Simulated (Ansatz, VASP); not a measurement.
**Ta2AlC2N: VASP beside Ansatz**

INCAR

```
SYSTEM = Ta2AlC2N
PREC = Accurate ; ENCUT = 600
EDIFF = 1E-6 ; ISMEAR = 0
SIGMA = 0.1 ; LREAL = .FALSE.
LASPH = .TRUE. ; NELM = 60
ALGO = Normal ; ISIF = 3
LWAVE = .FALSE. ; LCHARG = .FALSE.
GGA = PE ; IBRION = 2
NSW = 90 ; EDIFFG = -0.04
```

File KPOINTS:

```
Automatic mesh
0
G
  6 6 4
  0 0 0
```

Contents of POSCAR:

```
Ta2AlC2N
1.0
    3.2090503651      0.0000000000      0.0000000000
    0.0000000000      3.6482635945      0.0000000000
    0.0000000000      0.0000000000      6.0922099173
Ta Al C N
2 1 2 1
Direct
    0.0000000000      0.0000000000      0.7401420421
    0.0000000000      0.0000000000      0.2598579579
    0.5000000000      0.5000000000      0.0000000000
    0.0000000000      0.5000000000      0.5000000000
    0.5000000000      0.0000000000      0.0000000000
    0.5000000000      0.5000000000      0.5000000000
```

Input for Ansatz:

```yaml
crystal:
  lattice:
    - [3.2090503651, 0.0, 0.0]
    - [0.0, 3.6482635945, 0.0]
    - [0.0, 0.0, 6.0922099173]
  atoms:
    - { symbol: Ta, position: [0.0, 0.0, 0.7401420421] }
    - { symbol: Ta, position: [0.0, 0.0, 0.2598579579] }
    - { symbol: Al, position: [0.5, 0.5, 0.0] }
    - { symbol: C, position: [0.0, 0.5, 0.5] }
    - { symbol: C, position: [0.5, 0.0, 0.0] }
    - { symbol: "N", position: [0.5, 0.5, 0.5] }
basis:
  ecutwfc: 420
kpoints:
  mp_grid: { grid: [6, 6, 4] }
hamiltonian:
  xc: pbe
scf:
  occupations: { method: gaussian, width: 0.1 }
  lower_state_search: "off"
output:
  forces: true
  stress: true
  eigenvalues: true
relax:
  adjacent_minimum: "off"
  f_tol: 0.04
  max_steps: 70
  cell: { stress_tol: 0.4 }
```

Change from the starting cell: species swapped into the LiCa2NiN2 type (Pmmm, No. 47).

Alike in both runs: task relaxation of cell and atoms; functional PBE; k mesh 6 × 6 × 4; occupations gaussian, width 0.1 eV; no spin polarisation.

|  | VASP | Ansatz |
| --- | --- | --- |
| version | VASP 6.6.1 | Ansatz 0.2.0 |
| potentials or method | VASP PAW PBE potentials, release 64 (Ta_pv, Al, C, N), cutoff 600 eV | scalar-relativistic, plane waves, PAW |
| valence electrons in the cell | 38 | 42 |

```tsv
	VASP	Ansatz	Ansatz less VASP
gap on the k mesh at the Fermi level, each at its own relaxed structure (eV)	none	none	-
relaxed volume (Å³/atom)	11.87	11.87	-0.001
relaxed length of the cell vector where the two differ most in proportion (Å)	3.203	3.204	+0.0014
```

A gap of «none» marks a metal or a gap that the smearing closes. VASP's potentials hold 38 valence electrons a cell and Ansatz's 42, so a difference there can come from the potentials and not from the codes.

Spin-orbit coupling is off throughout.
